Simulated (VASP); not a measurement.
# NiO2 (P-3m1) in VASP: notebook

NiO2 is run at these levels: PBEsol; tasks: single point.

Program: VASP 6.6.1. These are calculated values, not measurements. Logs are shortened: lines on timing, memory, paths and dates and some standing lists are left out, and cuts for length are marked.

**1. The cell of the first run**

It takes space group P-3m1 (No. 164, trigonal). The conventional cell has a = 2.803 Å, b = 2.803 Å, c = 4.906 Å, α = 90.00°, β = 90.00°, γ = 120.00°. Within 2.4 Å of Ni (site symmetry -3m) lie 6 O at 1.78 Å. Within 2.4 Å of O (site symmetry 3m) lie 3 Ni at 1.78 Å and 3 O at 2.19 Å.

**2. Single point, PBEsol**

Input file INCAR:

```
SYSTEM = NiO2
ALGO = Normal
EDIFF = 1E-6
ENCUT = 700
GGA = PS
GGA_COMPAT = .False.
ISIF = 2
ISMEAR = 0
LASPH = .True.
LCHARG = .True.
LELF = .True.
LREAL = .False.
LVHAR = .True.
LWAVE = .False.
NBANDS = 22
NELM = 120
PREC = Accurate
SIGMA = 0.05
```

Input file KPOINTS:

```
k-points
0
Gamma
  12 12 6
  0 0 0
```

Input file POSCAR:

```
NiO2
1.0
    2.8028105550      0.0000000000      0.0000000000
   -1.4014052775      2.4273051426      0.0000000000
    0.0000000000      0.0000000000      4.9060395955
Ni O
1 2
Direct
    0.0000000000      0.0000000000      0.5000000000
    0.6666666667      0.3333333333      0.6499533987
    0.3333333333      0.6666666667      0.3500466013
```

Potentials or basis: VASP PAW PBE potentials, release 64 (Ni_sv_GW, O).

The run is started by

```sh
> cat potpaw_PBE.64/Ni_sv_GW/POTCAR potpaw_PBE.64/O/POTCAR > POTCAR
> mpirun -np 1 vasp_std > vasp.out
```

OUTCAR:

```text
SYSTEM = NiO2
   EDIFF = 1E-6
   ENCUT = 700
   GGA = PS
   ISIF = 2
   ISMEAR = 0
   LASPH = .True.
   LREAL = .False.
   NELM = 120
   PREC = Accurate

 ion  position               nearest neighbor table
   1  0.000  0.000  0.500-   2 1.78   3 1.78   3 1.78   2 1.78   2 1.78   3 1.78
   2  0.667  0.333  0.650-   1 1.78   1 1.78   1 1.78
   3  0.333  0.667  0.350-   1 1.78   1 1.78   1 1.78

  LATTYP: Found a hexagonal cell.
 ALAT       =     2.8028105550
 C/A-ratio  =     1.7504000000

  Lattice vectors:

 A1 = (   2.8028105550,   0.0000000000,   0.0000000000)
 A2 = (  -1.4014052775,   2.4273051426,   0.0000000000)
 A3 = (   0.0000000000,   0.0000000000,   4.9060395955)

Analysis of symmetry for initial positions (statically):
=====================================================================
 Subroutine PRICEL returns:
 Original cell was already a primitive cell.

 Routine SETGRP: Setting up the symmetry group for a
 hexagonal supercell.

 Subroutine GETGRP returns: Found 12 space group operations
 (whereof 12 operations were pure point group operations)
 out of a pool of 24 trial point group operations.

The static configuration has the point symmetry D_3d.

Analysis of symmetry for dynamics (positions and initial velocities):
=====================================================================
 Subroutine PRICEL returns:
 Original cell was already a primitive cell.

 Routine SETGRP: Setting up the symmetry group for a
 hexagonal supercell.

 Subroutine GETGRP returns: Found 12 space group operations
 (whereof 12 operations were pure point group operations)
 out of a pool of 24 trial point group operations.

The dynamic configuration has the point symmetry D_3d.

 Subroutine INISYM returns: Found 12 space group operations
 (whereof 12 operations are pure point group operations),
 and found     1 'primitive' translations

----------------------------------------------------------------------------------------

                                     Primitive cell

  volume of cell :      33.3771

  direct lattice vectors                    reciprocal lattice vectors
     2.802810555  0.000000000  0.000000000     0.356784727  0.205989758  0.000000000
    -1.401405278  2.427305143  0.000000000     0.000000000  0.411979517  0.000000000
     0.000000000  0.000000000  4.906039596     0.000000000  0.000000000  0.203830397

  length of vectors
     2.802810555  2.802810555  4.906039596     0.411979517  0.411979517  0.203830397

  position of ions in fractional coordinates (direct lattice)
     0.000000000  0.000000000  0.500000000
     0.666666667  0.333333333  0.649953399
     0.333333333  0.666666667  0.350046601

  ion indices of the primitive-cell ions
   primitive index   ion index
                 1           1
                 2           2
                 3           3

----------------------------------------------------------------------------------------

 KPOINTS: k-points

Automatic generation of k-mesh.
 Grid dimensions read from file:
 generate k-points for:   12   12    6

 Generating k-lattice:

  Cartesian coordinates                     Fractional coordinates (reciprocal lattice)
     0.029732061  0.017165813  0.000000000     0.083333333  0.000000000  0.000000000
     0.000000000  0.034331626  0.000000000     0.000000000  0.083333333  0.000000000
     0.000000000  0.000000000  0.033971733     0.000000000  0.000000000  0.166666667

  Length of vectors
     0.034331626  0.034331626  0.033971733

  Shift w.r.t. Gamma in fractional coordinates (k-lattice)
     0.000000000  0.000000000  0.000000000

 Subroutine IBZKPT returns following result:
 ===========================================

 Found    100 irreducible k-points:

 Following reciprocal coordinates:
            Coordinates               Weight
  0.000000  0.000000  0.000000      1.000000
  0.083333  0.000000  0.000000      6.000000
  0.166667  0.000000  0.000000      6.000000
  0.250000  0.000000  0.000000      6.000000
  0.333333  0.000000  0.000000      6.000000
  0.416667  0.000000  0.000000      6.000000
[... 16 lines left out ...]
  0.166667  0.000000  0.166667      6.000000
  0.000000  0.166667  0.166667      6.000000
 [... further k-points ...]
   k-points           NKPTS =    100   k-points in BZ     NKDIM =    100   number of bands    NBANDS=     22
   number of dos      NEDOS =    301   number of ions     NIONS =      3
   total plane-waves  NPLWV =  24192
   dimension x,y,z NGX =    24 NGY =   24 NGZ =   42
   dimension x,y,z NGXF=    48 NGYF=   48 NGZF=   84
   ions per type =               1   2
   NGX,Y,Z   is equivalent  to a cutoff of  14.24, 14.24, 14.23 a.u.
   NGXF,Y,Z  is equivalent  to a cutoff of  28.47, 28.47, 28.46 a.u.
 SYSTEM =  NiO2
   PREC   = accura    normal or accurate (medium, high low for compatibility)
   ISTART =      0    job   : 0-new  1-cont  2-samecut
   ICHARG =      2    charge: 1-file 2-atom 10-const
   ISPIN  =      1    spin polarized calculation?
   LNONCOLLINEAR =      F non collinear calculations
   LSORBIT =      F    spin-orbit coupling
   LASPH  =      T    aspherical Exc in radial PAW
   ENCUT  =  700.0 eV  51.45 Ry    7.17 a.u.   6.05  6.05 10.58*2*pi/ulx,y,z
   NELM   =    120;   NELMIN=  2; NELMDL= -5     # of ELM steps
   EDIFF  = 0.1E-05   stopping-criterion for ELM
   LREAL  =      F    real-space projection
   EDIFFG = 0.1E-04   stopping-criterion for IOM
   NSW    =      0    number of steps for IOM
   IBRION =     -1    ionic relax: 0-MD 1-quasi-New 2-CG
   NFREE  =      0    steps in history (QN), initial steepest desc. (CG)
   ISIF   =      2    stress and relaxation
   ISYM   =      2    0-nonsym 1-usesym 2-fastsym
   POTIM  = 0.5000    time-step for ionic-motion
   TEBEG  =    0.0;   TEEND  =   0.0 temperature during run
   PSTRESS=    0.0 pullay stress
   NELECT =      30.0000    total number of electrons
   NUPDOWN=      -1.0000    fix difference up-down
   EMIN   =  10.00;   EMAX   =-10.00  energy-range for DOS
   EFERMI =   0.00;   METHOD = LEGACY
   ISMEAR =     0;   SIGMA  =   0.05  broadening in eV -4-tet -1-fermi 0-gaus
   EFERMI_NEDOS =   21; number of points for ismear=-14 and -15
   IALGO  =     38    algorithm
   IMIX   =      4    mixing-type and parameters
     AMIX     =   0.40;   BMIX     =  1.00
     AMIX_MAG =   1.60;   BMIX_MAG =  1.00
  volume/ion in A,a.u.               =      11.13        75.08
  Fermi-wavevector in a.u.,A,eV,Ry     =   1.579909  2.985596 33.961690  2.496114
  Thomas-Fermi vector in A             =   2.680217
   LORBIT       =      0    0 simple, 1 ext, 2 COOP (PROOUT), +10 PAW based schemes
   GGA     = PS    functional components
   LHFCALC =     F    Hartree Fock is set to
   AEXX    =    0.0000 exact exchange contribution
   IVDW    =     0    specifies the selected vdW correction
   LEPSILON=     F    determine dielectric tensor
   LRPA    =     F    only Hartree local field effects (RPA)
 non-spin polarized calculation
 Gauss-broadening in eV      SIGMA  =   0.05
  energy-cutoff  :      700.00
  volume of cell :       33.38
 maximum number of plane-waves:      1422
   NGX = 13   NGY = 13   NGZ = 21

 number of electron      29.9999995 magnetization

 Free energy of the ion-electron system (eV)
  ---------------------------------------------------
  ext. energy  EPLUGINS =         0.00000000
  ---------------------------------------------------
  free energy    TOTEN  =       -19.02709373 eV

  energy without entropy =      -19.02709373  energy(sigma->0) =      -19.02709373

 E-fermi :   2.3040     XC(G=0): -10.3592

 val. band max:        2.0972983549   @ k =   0.0000   0.0000   0.5000
 cond. band min:       2.9727001337   @ k =   0.3333   0.0000   0.3333
 fundamental gap:      0.8754017788
 Fermi energy:         2.3039658414

 k-point     1 :       0.0000    0.0000    0.0000
  band No.  band energies     occupation
      1    -102.4246      2.00000
      2     -63.1636      2.00000
      3     -63.1636      2.00000
      4     -62.4571      2.00000
      5     -19.4029      2.00000
      6     -15.1617      2.00000
[... 14 lines left out ...]
     21      21.0796      0.00000
     22      21.0827      0.00000

 k-point     2 :       0.0833    0.0000    0.0000
  band No.  band energies     occupation
      1    -102.4243      2.00000
      2     -63.1677      2.00000
      3     -63.1645      2.00000
      4     -62.4567      2.00000
      5     -19.2936      2.00000
      6     -15.2206      2.00000
[... 14 lines left out ...]
     21      20.5088      0.00000
     22      21.4083      0.00000

 k-point     3 :       0.1667    0.0000    0.0000
  band No.  band energies     occupation
      1    -102.4234      2.00000
      2     -63.1790      2.00000
      3     -63.1672      2.00000
      4     -62.4552      2.00000
      5     -18.9790      2.00000
      6     -15.3872      2.00000
[... 14 lines left out ...]
     21      19.4234      0.00000
     22      21.3290      0.00000

 k-point     4 :       0.2500    0.0000    0.0000
  band No.  band energies     occupation
      1    -102.4222      2.00000
      2     -63.1943      2.00000
      3     -63.1709      2.00000
      4     -62.4533      2.00000
      5     -18.4995      2.00000
      6     -15.6362      2.00000
[... 14 lines left out ...]
     21      18.4965      0.00000
     22      20.3907      0.00000

 k-point     5 :       0.3333    0.0000    0.0000
  band No.  band energies     occupation
      1    -102.4209      2.00000
      2     -63.2094      2.00000
      3     -63.1745      2.00000
      4     -62.4513      2.00000
      5     -17.9230      2.00000
      6     -15.9421      2.00000
[... 417 lines left out ...]
 k-point    22 :       0.0000    0.0833    0.1667
  band No.  band energies     occupation
      1    -102.4243      2.00000
      2     -63.1677      2.00000
      3     -63.1645      2.00000
      4     -62.4567      2.00000
      5     -19.2896      2.00000
      6     -15.2315      2.00000
[... 14 lines left out ...]
     21      20.4355      0.00000
     22      21.4184      0.00000

 k-point    23 :       0.1667    0.0000    0.1667
  band No.  band energies     occupation
      1    -102.4235      2.00000
      2     -63.1790      2.00000
      3     -63.1672      2.00000
      4     -62.4553      2.00000
      5     -18.9752      2.00000
      6     -15.3958      2.00000
[... 14 lines left out ...]
     21      19.4559      0.00000
     22      21.6961      0.00000

 k-point    24 :       0.0000    0.1667    0.1667
  band No.  band energies     occupation
      1    -102.4235      2.00000
      2     -63.1790      2.00000
      3     -63.1672      2.00000
      4     -62.4553      2.00000
      5     -18.9751      2.00000
      6     -15.3963      2.00000
[... 14 lines left out ...]
     21      19.2336      0.00000
     22      21.5903      0.00000

 [... further k-points ...]

------------------------ aborting loop because EDIFF is reached ----------------------------------------

  FORCE on cell =-STRESS in cart. coord.  units (eV):
  Direction    XX          YY          ZZ          XY          YZ          ZX
  --------------------------------------------------------------------------------------
  -------------------------------------------------------------------------------------
  Total        6.1924182      6.1924182      5.8531257      0.0000000      0.0000000      0.0000000
  in kB      297.2498835    297.2498835    280.9630877      0.0000000      0.0000000      0.0000000
  external PRESSURE =     291.8209516 kB  Pullay stress =       0.0000000 kB

 VOLUME and BASIS-vectors are now :
 -----------------------------------------------------------------------------
  energy-cutoff  :      700.00
  volume of cell :       33.38
      direct lattice vectors                 reciprocal lattice vectors
     2.802810555  0.000000000  0.000000000     0.356784727  0.205989758  0.000000000
    -1.401405278  2.427305143  0.000000000     0.000000000  0.411979517  0.000000000
     0.000000000  0.000000000  4.906039596     0.000000000  0.000000000  0.203830397

 POSITION                                       TOTAL-FORCE (eV/Angst)
 -----------------------------------------------------------------------------------
      0.00000      0.00000      2.45302         0.000000      0.000000      0.000000
      1.40141      0.80910      3.18870        -0.000000     -0.000000      4.118394
     -0.00000      1.61820      1.71734        -0.000000      0.000000     -4.118394
 -----------------------------------------------------------------------------------
    total drift:                               -0.000000     -0.000000     -0.000000

  FREE ENERGIE OF THE ION-ELECTRON SYSTEM (eV)
  ---------------------------------------------------
  free  energy   TOTEN  =       -19.0270937314 eV

  energy  without entropy=      -19.0270937314  energy(sigma->0) =      -19.02709373
```

It took 43 s on 1 thread of Intel Xeon 6975P-C (Granite Rapids), shared host; peak memory 0.26 GiB.

What came out:

```yaml
Free_energy: -19.0271 eV
Pressure: 29.2 GPa
Largest_force: 4.118 eV/Å
Band_gap_on_the_k_mesh: 0.88 eV (least direct gap 1.42 eV)
```

Forces in eV/Å, atoms in the order of the input:
```
Ni   0.000  0.000  0.000
O    0.000  0.000  4.118
O    0.000  0.000 -4.118
```

Stress tensor (GPa, compression positive):
```
29.72  0.00  0.00
 0.00 29.72  0.00
 0.00  0.00 28.10
```

Levels at points of the mesh, in eV from the valence-band top:
| k point | band 13 | band 14 | band 15 | band 16 | band 17 | band 18 |
| --- | --- | --- | --- | --- | --- | --- |
| (0.00, 0.00, 0.00) | -1.87 | -1.87 | -0.13 | 2.50 | 2.50 | 6.84 |
| (0.50, 0.00, 0.00) | -2.38 | -1.94 | -1.17 | 1.30 | 2.52 | 11.96 |
| (0.00, 0.00, 0.50) | -1.87 | -1.87 | 0.00 | 2.51 | 2.51 | 8.12 |
| (0.50, 0.00, 0.50) | -2.36 | -1.74 | -1.20 | 1.28 | 2.50 | 10.94 |

Caveat: the cell stands under pressure; the PAW data sets were made with another functional, which shifts forces and pressure a little; the run has no spin polarisation, though such a crystal can be magnetic. Spin polarisation is off, so any magnetic state and its effect on volume and gap are missing.

**3. Single point, PBEsol**

Input file INCAR:

```
PREC = Accurate
ENCUT = 700
EDIFF = 1E-6
ISMEAR = 0
SIGMA = 0.05
LREAL = F
LASPH = T
NELM = 120
ALGO = Normal
ISIF = 2
LWAVE = F
LCHARG = T
GGA = PS
LELF = T
LVHAR = T
NBANDS = 22
GGA_COMPAT = F
```

Input file KPOINTS:

```
regular mesh
0
Gamma
  12 12 6
```

Input file POSCAR:

```
NiO2
1.0
    2.8221285779      0.0000000000      0.0000000000
   -1.4110642890      2.4440350412      0.0000000000
    0.0000000000      0.0000000000      4.8391038725
Ni O
1 2
Direct
    0.0000000000      0.0000000000      0.5000000000
    0.6666666667      0.3333333333      0.6373845568
    0.3333333333      0.6666666667      0.3626154432
```

Potentials or basis: VASP PAW PBE potentials, release 64 (Ni_sv_GW, O).

The run is started by

```sh
> cat potpaw_PBE.64/Ni_sv_GW/POTCAR potpaw_PBE.64/O/POTCAR > POTCAR
> mpirun -np 1 vasp_std > vasp.out
```

Wall time 46 s (1 thread of Intel Xeon 6975P-C (Granite Rapids), shared host); peak memory 0.26 GiB.

The run converged. Its results:

- Free energy: -18.4565 eV
- Pressure: 38.9 GPa
- Largest force: 5.389 eV/Å
- Band gap on the k mesh: 0.75 eV (least direct gap 1.17 eV)

Forces in eV/Å, atoms in the order of the input:
```
Ni   0.000  0.000  0.000
O    0.000  0.000  5.389
O    0.000  0.000 -5.389
```

Stress tensor (GPa, compression positive):
```
41.74  0.00  0.00
 0.00 41.74  0.00
 0.00  0.00 33.30
```

Levels at points of the mesh, in eV from the valence-band top:
| k point | band 11 | band 12 | band 13 | band 14 | band 15 | band 16 | band 17 | band 18 | band 19 | band 20 |
| --- | --- | --- | --- | --- | --- | --- | --- | --- | --- | --- |
| (0.00, 0.00, 0.00) | -2.86 | -2.39 | -2.05 | -2.05 | -0.10 | 2.47 | 2.47 | 6.43 | 11.14 | 14.34 |
| (0.50, 0.00, 0.00) | -4.30 | -2.79 | -2.59 | -1.77 | -1.13 | 1.10 | 2.62 | 11.40 | 11.66 | 13.56 |
| (0.00, 0.00, 0.50) | -2.86 | -2.86 | -2.05 | -2.05 | 0.00 | 2.48 | 2.48 | 7.59 | 10.17 | 12.91 |
| (0.50, 0.00, 0.50) | -4.25 | -2.79 | -2.56 | -1.58 | -1.16 | 1.08 | 2.61 | 10.37 | 12.05 | 14.47 |

Caveat: the stress differs along the axes, from 33 to 42 GPa; the PAW data sets were made with another functional, which shifts forces and pressure a little; the run has no spin polarisation, though such a crystal can be magnetic. A k mesh can miss the band edges.
